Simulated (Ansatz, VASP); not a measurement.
**BP: VASP beside Ansatz**

File POSCAR:

```
BP
1.0
    0.0000000000      2.2988586873      2.2988586873
    2.2988586873      0.0000000000      2.2988586873
    2.2988586873      2.2988586873      0.0000000000
P B
1 1
Direct
    0.7500000000      0.7500000000      0.7500000000
    0.0000000000      0.0000000000      0.0000000000
```

The input INCAR.step1:

```
SYSTEM = BP
  PREC = Accurate
  ENCUT = 1000
  EDIFF = 1E-5
  ISMEAR = -1
  SIGMA = 0.05
  LREAL = .False.
  LASPH = .True.
  NELM = 120
  ALGO = Normal
  ISIF = 2
  LWAVE = .True.
  LCHARG = .False.
  GGA = PE
  NBANDS = 11
  GGA_COMPAT = .False.
```

INCAR.step2

```
SYSTEM = BP
  PREC = Accurate
  ENCUT = 1000
  EDIFF = 1E-6
  ISMEAR = -1
  SIGMA = 0.05
  LREAL = .False.
  LASPH = .True.
  NELM = 120
  ALGO = Normal
  ISIF = 2
  LWAVE = .False.
  LCHARG = .False.
  GGA = PE
  LHFCALC = .True.
  AEXX = 1.0
  ALDAC = 0.0
  AGGAC = 0.0
  PRECFOCK = Normal
  ISTART = 1
  NBANDS = 11
  GGA_COMPAT = .False.
```

Contents of KPOINTS:

```
Automatic mesh
0
Gamma
  5 5 5
  0 0 0
```

File input.yaml:

```yaml
crystal:
  lattice:
    - [0.0, 2.2988586873, 2.2988586873]
    - [2.2988586873, 0.0, 2.2988586873]
    - [2.2988586873, 2.2988586873, 0.0]
  atoms:
    - { symbol: P, position: [0.75, 0.75, 0.75] }
    - { symbol: B, position: [0.0, 0.0, 0.0] }
hamiltonian:
  xc: hf
  pseudopotentials: { kind: paw }
kpoints:
  mp_grid: { grid: [5, 5, 5] }
scf:
  occupations: { method: fermi_dirac, width: 0.05 }
output:
  forces: true
  stress: true
  eigenvalues: true
```

Alike in both runs: task single point; functional HF; k mesh 5 × 5 × 5; occupations fermi-dirac, width 0.05 eV; no spin polarisation.

```csv
,VASP,Ansatz
version,VASP 6.6.1,Ansatz 0.2.0
potentials or method,"VASP PAW PBE potentials, release 64 (P, B_h)",Ansatz PAW
plane-wave cutoff (eV),1000,420
valence electrons in the cell,8,8
```

VASP gave:

- gap on the k mesh at the Fermi level (eV): 8.09
- least direct gap on the mesh (eV): 10.86

Problem. What did Ansatz give for the same quantities?

Solution. gap on the k mesh at the Fermi level (eV): 7.95; least direct gap on the mesh (eV): 10.71.

VASP's potentials were made for PBE, not for HF.

The k mesh is coarse, so the values compare programs but aren't converged. Noted on Ansatz's run: odd divisions of the mesh miss points on the zone boundary, where band edges often lie, so the gap on the mesh can be too wide.
